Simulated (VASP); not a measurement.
Here is a VASP 6.6.1 calculation.

Contents of INCAR:

```
SYSTEM = Pt
PREC = Accurate
ENCUT = 520
EDIFF = 1E-6
ISMEAR = 0
SIGMA = 0.15
LREAL = .False.
LASPH = .True.
NELM = 100
ALGO = Normal
ISIF = 2
LWAVE = .False.
LCHARG = .False.
GGA = PS
NBANDS = 11
```

KPOINTS

```
Automatic mesh
0
Gamma
  20 20 20
  0 0 0
```

File POSCAR:

```
Pt
1.0
    0.0000000000      2.0557950000      2.0068475000
    2.0557950000      0.0000000000      2.0068475000
    2.0557950000      2.0557950000      0.0000000000
Pt
1
Direct
    0.0000000000      0.0000000000      0.0000000000
```

Potentials or basis: VASP PAW PBE potentials, release 64 (Pt).

Launch:

```console
$ cat potpaw_PBE.64/Pt/POTCAR > POTCAR
$ mpirun -np 1 vasp_std > vasp.out
```

**Question.** What does it give for the band gap on the k mesh?

**Answer.** Zero (band 5 reaches 9.44 eV, above the bottom of band 6 at 7.57 eV).

**Question.** What does it give for the pressure?

**Answer.** -25.2 GPa.

Stress tensor (GPa, compression positive):
```
-25.57   0.00   0.00
  0.00 -25.57   0.00
  0.00   0.00 -24.32
```

Caveat: the cell differs from its parent crystal (strain +0.050 along x and y, +0.025 along z); the PAW data sets were made with another functional, which shifts forces and pressure a little; spin-orbit coupling is left out, which moves the levels of the heavy elements.
